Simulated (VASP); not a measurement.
Runs of VASP 6.6.1 on RbCaBr3. The structure is that of space group P4/mmm (No. 123), or close to it. The cells are those of the table. 

```csv
cell,gap on the mesh (eV),pressure (GPa)
"a = 5.565, b = 5.565, c = 5.823 Å, 5 atoms",(b),-1.5
"a = 5.565, b = 5.565, c = 5.909 Å, 5 atoms",3.66,-1.7
"a = 5.909, b = 5.909, c = 5.565 Å, 5 atoms",3.61,-2.6
"a = 5.651, b = 5.651, c = 5.909 Å, 5 atoms",3.63,(a)
```

Alike in all rows: task single point; level LDA; potentials or basis VASP PAW LDA potentials, release 64 (Rb_sv, Ca_sv, Br); no spin polarisation; k mesh 4 × 4 × 4; cutoff (eV) 520; smearing gaussian 0.05 eV.

**Question.** Estimate the missing entries.

**Answer.** (a) -2.3; (b) 3.71.

A k mesh can miss the band edges, and the runs leave out spin-orbit coupling on Br, Rb.
